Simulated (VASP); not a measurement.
# Sb (P6/mmm) in VASP: a series of runs

The runs below take Sb through single point, with PBE.

All numbers are computed with VASP 6.6.1; they aren't measurements. Logs are shortened: lines on timing, memory, paths and dates and some standing lists are left out, and cuts for length are marked.

## Step 1: The cell of the first run

It takes space group P6/mmm (No. 191, hexagonal). Conventional cell: a = 5.449 Å, b = 5.449 Å, c = 3.215 Å, α = 90.00°, β = 90.00°, γ = 120.00°. Within 4.2 Å of Sb (site symmetry 6/mmm) lie 14 Sb at 3.22 to 3.53 Å. Within 4.1 Å of Sb (site symmetry -6m2) lie 11 Sb at 3.15 to 3.53 Å.

This isn't the form of Sb at room conditions, which is rhombohedral.

## Step 2: Single point, PBE

File INCAR:

```
PREC = Accurate
ENCUT = 520
EDIFF = 1E-7
ISMEAR = -1
SIGMA = 0.08
LREAL = F
LASPH = T
NELM = 100
ALGO = Normal
ISIF = 2
LWAVE = F
LCHARG = T
GGA = PE
LELF = T
LVHAR = T
NBANDS = 14
```

File KPOINTS:

```
Automatic mesh
0
Gamma
  7 7 9
```

File POSCAR:

```
Sb
1.0
    5.4485895638      0.0000000000      0.0000000000
   -2.7242947819      4.7186169770      0.0000000000
    0.0000000000      0.0000000000      3.2153824033
Sb
3
Direct
    0.0000000000      0.0000000000      0.0000000000
    0.3333333333      0.6666666667      0.5000000000
    0.6666666667      0.3333333333      0.5000000000
```

Potentials or basis: VASP PAW PBE potentials, release 64 (Sb).

Run with:

```bash
cat potpaw_PBE.64/Sb/POTCAR > POTCAR
mpirun -np 1 vasp_std > vasp.out
```

OUTCAR:

```text
PREC = Accurate
   ENCUT = 520
   EDIFF = 1E-7
   ISMEAR = -1
   LREAL = F
   LASPH = T
   NELM = 100
   ISIF = 2
   GGA = PE

 ion  position               nearest neighbor table
   1  0.000  0.000  0.000-   2 3.53   3 3.53   2 3.53   3 3.53   2 3.53   2 3.53   3 3.53   3 3.53
                             3 3.53   3 3.53   2 3.53   2 3.53
   2  0.333  0.667  0.500-   3 3.15   3 3.15   3 3.15   1 3.53   1 3.53   1 3.53   1 3.53   1 3.53
                             1 3.53
   3  0.667  0.333  0.500-   2 3.15   2 3.15   2 3.15   1 3.53   1 3.53   1 3.53   1 3.53   1 3.53
                             1 3.53

  LATTYP: Found a hexagonal cell.
 ALAT       =     5.4485895638
 C/A-ratio  =     0.5901311460

  Lattice vectors:

 A1 = (   5.4485895638,   0.0000000000,   0.0000000000)
 A2 = (  -2.7242947819,   4.7186169770,   0.0000000000)
 A3 = (   0.0000000000,   0.0000000000,   3.2153824033)

Analysis of symmetry for initial positions (statically):
=====================================================================
 Subroutine PRICEL returns:
 Original cell was already a primitive cell.

 Routine SETGRP: Setting up the symmetry group for a
 hexagonal supercell.

 Subroutine GETGRP returns: Found 24 space group operations
 (whereof 24 operations were pure point group operations)
 out of a pool of 24 trial point group operations.

The static configuration has the point symmetry D_6h.

Analysis of symmetry for dynamics (positions and initial velocities):
=====================================================================
 Subroutine PRICEL returns:
 Original cell was already a primitive cell.

 Routine SETGRP: Setting up the symmetry group for a
 hexagonal supercell.

 Subroutine GETGRP returns: Found 24 space group operations
 (whereof 24 operations were pure point group operations)
 out of a pool of 24 trial point group operations.

The dynamic configuration has the point symmetry D_6h.

 Subroutine INISYM returns: Found 24 space group operations
 (whereof 24 operations are pure point group operations),
 and found     1 'primitive' translations

----------------------------------------------------------------------------------------

                                     Primitive cell

  volume of cell :      82.6669

  direct lattice vectors                    reciprocal lattice vectors
     5.448589564  0.000000000  0.000000000     0.183533736  0.105963252  0.000000000
    -2.724294782  4.718616977  0.000000000     0.000000000  0.211926504  0.000000000
     0.000000000  0.000000000  3.215382403     0.000000000  0.000000000  0.311004999

  length of vectors
     5.448589564  5.448589564  3.215382403     0.211926504  0.211926504  0.311004999

  position of ions in fractional coordinates (direct lattice)
[... 91 lines left out ...]
   PSTRESS=    0.0 pullay stress
   NELECT =      15.0000    total number of electrons
   NUPDOWN=      -1.0000    fix difference up-down
   EMIN   =  10.00;   EMAX   =-10.00  energy-range for DOS
   EFERMI =   0.00;   METHOD = LEGACY
   ISMEAR =    -1;   SIGMA  =   0.08  broadening in eV -4-tet -1-fermi 0-gaus
   EFERMI_NEDOS =   21; number of points for ismear=-14 and -15
   IALGO  =     38    algorithm
   IMIX   =      4    mixing-type and parameters
     AMIX     =   0.40;   BMIX     =  1.00
     AMIX_MAG =   1.60;   BMIX_MAG =  1.00
  volume/ion in A,a.u.               =      27.56       185.95
  Fermi-wavevector in a.u.,A,eV,Ry     =   0.926819  1.751433 11.687307  0.858993
  Thomas-Fermi vector in A             =   2.052822
   LORBIT       =      0    0 simple, 1 ext, 2 COOP (PROOUT), +10 PAW based schemes
   GGA     = PE    functional components
   LHFCALC =     F    Hartree Fock is set to
   AEXX    =    0.0000 exact exchange contribution
   IVDW    =     0    specifies the selected vdW correction
   LEPSILON=     F    determine dielectric tensor
   LRPA    =     F    only Hartree local field effects (RPA)
 non-spin polarized calculation
  energy-cutoff  :      520.00
  volume of cell :       82.67
 maximum number of plane-waves:      2246
 NGX is ok and might be reduce to    42
   NGX = 21   NGY = 21   NGZ = 11

 number of electron      15.0000000 magnetization

 Free energy of the ion-electron system (eV)
  ---------------------------------------------------
  ext. energy  EPLUGINS =         0.00000000
  ---------------------------------------------------
  free energy    TOTEN  =       -11.70085940 eV

  energy without entropy =      -11.65864925  energy(sigma->0) =      -11.67975433

 E-fermi :   8.2026     XC(G=0): -10.1185

 val. band max:        8.1997195374   @ k =   0.2857   0.0000   0.2222
 cond. band min:       8.2212329476   @ k =   0.1429   0.1429   0.3333
 fundamental gap:      0.0215134103
 Fermi energy:         8.2025523183

 k-point     1 :       0.0000    0.0000    0.0000
  band No.  band energies     occupation
      1      -4.5522      2.00000
      2      -0.1453      2.00000
      3       0.0593      2.00000
      4       4.2671      2.00000
      5       4.2671      2.00000
      6       4.5207      2.00000
      7       4.5207      2.00000
      8       9.9756      0.00000
      9      13.2961      0.00000
     10      13.2961      0.00000
     11      13.8659      0.00000
     12      13.8988      0.00000
     13      13.9025      0.00000
     14      18.3457      0.00000
[... 377 lines left out ...]
      1      -2.2888      2.00000
      2      -1.4702      2.00000
      3      -1.3996      2.00000
      4       4.9643      2.00000
      5       5.5778      2.00000
      6       6.8474      2.00000
      7       7.3524      1.99995
      8       7.9292      1.93649
      9       8.5632      0.02180
     10      10.8460      0.00000
     11      10.8520      0.00000
     12      11.6372      0.00000
     13      15.1732      0.00000
     14      15.4078      0.00000

 [... further k-points ...]
[... 5 lines left out ...]
  --------------------------------------------------------------------------------------
  -------------------------------------------------------------------------------------
  Total        0.0074979      0.0074979     -0.0046531     -0.0000000     -0.0000000      0.0000000
  in kB        0.1453168      0.1453168     -0.0901831     -0.0000000     -0.0000000      0.0000000
  external PRESSURE =       0.0668169 kB  Pullay stress =       0.0000000 kB

 VOLUME and BASIS-vectors are now :
 -----------------------------------------------------------------------------
  energy-cutoff  :      520.00
  volume of cell :       82.67
      direct lattice vectors                 reciprocal lattice vectors
     5.448589564  0.000000000  0.000000000     0.183533736  0.105963252  0.000000000
    -2.724294782  4.718616977  0.000000000     0.000000000  0.211926504  0.000000000
     0.000000000  0.000000000  3.215382403     0.000000000  0.000000000  0.311004999

 POSITION                                       TOTAL-FORCE (eV/Angst)
 -----------------------------------------------------------------------------------
      0.00000      0.00000      0.00000        -0.000000      0.000000     -0.000000
     -0.00000      3.14574      1.60769         0.000000      0.000000     -0.000000
      2.72429      1.57287      1.60769        -0.000000      0.000000      0.000000
 -----------------------------------------------------------------------------------
    total drift:                               -0.000000      0.000000     -0.000000

  FREE ENERGIE OF THE ION-ELECTRON SYSTEM (eV)
  ---------------------------------------------------
  free  energy   TOTEN  =       -11.7008594017 eV

  energy  without entropy=      -11.6586492546  energy(sigma->0) =      -11.67975433
```

OSZICAR:

```text
N       E                     dE             d eps       ncg     rms          rms(c)
DAV:   1     0.521517828662E+02    0.52152E+02   -0.47837E+03  1120   0.802E+02
DAV:   2    -0.883305839848E+01   -0.60985E+02   -0.56968E+02  1478   0.134E+02
DAV:   3    -0.116856051044E+02   -0.28525E+01   -0.27964E+01  1386   0.316E+01
DAV:   4    -0.117099638808E+02   -0.24359E-01   -0.24343E-01  1264   0.356E+00
DAV:   5    -0.117102276552E+02   -0.26377E-03   -0.26377E-03  1414   0.415E-01    0.297E+00
DAV:   6    -0.117038939397E+02    0.63337E-02   -0.54162E-03  1276   0.406E-01    0.169E+00
DAV:   7    -0.117007721580E+02    0.31218E-02   -0.10774E-02  1246   0.573E-01    0.767E-02
DAV:   8    -0.117008578053E+02   -0.85647E-04   -0.23881E-04  1420   0.107E-01    0.201E-02
DAV:   9    -0.117008613595E+02   -0.35542E-05   -0.66007E-06  1360   0.191E-02    0.352E-03
DAV:  10    -0.117008603371E+02    0.10223E-05   -0.50955E-07  1360   0.387E-03    0.223E-03
DAV:  11    -0.117008596174E+02    0.71971E-06   -0.30645E-08   854   0.119E-03    0.611E-04
DAV:  12    -0.117008594483E+02    0.16910E-06   -0.87722E-09   728   0.628E-04    0.329E-04
DAV:  13    -0.117008594017E+02    0.46655E-07   -0.14487E-09   740   0.283E-04
   1 F= -.11700859E+02 E0= -.11679754E+02  d E =-.422101E-01
```

stdout:

```text
POSCAR found type information on POSCAR Sb
 POSCAR found :  1 types and       3 ions
 scaLAPACK will be used
 LDA part: xc-table for (Slater+PW92), standard interpolation
 POSCAR, INCAR and KPOINTS ok, starting setup
 FFT: planning ... GRIDC
 FFT: planning ... GRID_SOFT
 FFT: planning ... GRID
 WAVECAR not read
 entering main loop
```

Wall time 64 s (1 thread of AMD EPYC 7R13, shared host); peak memory 0.18 GiB.

Results:

| Property | Result |
| --- | --- |
| Free energy | -11.7009 eV |
| Pressure | 0.0 GPa |
| Band gap on the k mesh | zero (an odd number of electrons rules out a gap without spin polarisation) |

Levels at points of the mesh, in eV from the Fermi level:
| k point | band 4 | band 5 | band 6 | band 7 | band 8 | band 9 | band 10 | band 11 | band 12 | band 13 |
| --- | --- | --- | --- | --- | --- | --- | --- | --- | --- | --- |
| (0.00, 0.00, 0.00) | -3.94 | -3.94 | -3.68 | -3.68 | 1.77 | 5.09 | 5.09 | 5.66 | 5.70 | 5.70 |

Caveat: spin-orbit coupling is left out, which moves the levels of the heavy elements.

## Step 3: Single point, PBE

File INCAR:

```
SYSTEM = Sb
PREC = Accurate
ENCUT = 520
EDIFF = 1E-6
ISMEAR = -1
SIGMA = 0.08
LREAL = .FALSE.
LASPH = .TRUE.
NELM = 60
ALGO = Normal
ISIF = 2
LWAVE = .FALSE.
LCHARG = .FALSE.
GGA = PE
NBANDS = 14
```

File KPOINTS:

```
Automatic mesh
0
G
  7 7 9
  0 0 0
```

File POSCAR:

```
Sb
1.0
    5.4502286951      0.0000000000      0.0000000000
   -2.7251143476      4.7200365064      0.0000000000
    0.0000000000      0.0000000000      3.2151515318
Sb
3
Direct
    0.0000000000      0.0000000000      0.0000000000
    0.3333333333      0.6666666667      0.5000000000
    0.6666666667      0.3333333333      0.5000000000
```

Potentials or basis: VASP PAW PBE potentials, release 64 (Sb).

Run with:

```bash
cat potpaw_PBE.64/Sb/POTCAR > POTCAR
mpirun -np 1 vasp_std > vasp.out
```

It took 62 s on 1 thread of AMD EPYC 7R13, shared host; peak memory 0.18 GiB.

It converged, with:

```yaml
Free_energy: -11.7009 eV
Pressure: 0.0 GPa
Band_gap_on_the_k_mesh: zero (an odd number of electrons rules out a gap without spin polarisation)
```

Levels at points of the mesh, in eV from the Fermi level:
| k point | band 4 | band 5 | band 6 | band 7 | band 8 | band 9 | band 10 | band 11 | band 12 | band 13 |
| --- | --- | --- | --- | --- | --- | --- | --- | --- | --- | --- |
| (0.00, 0.00, 0.00) | -3.93 | -3.93 | -3.68 | -3.68 | 1.78 | 5.09 | 5.09 | 5.67 | 5.70 | 5.70 |

Caveat: spin-orbit coupling is left out, which moves the levels of the heavy elements.
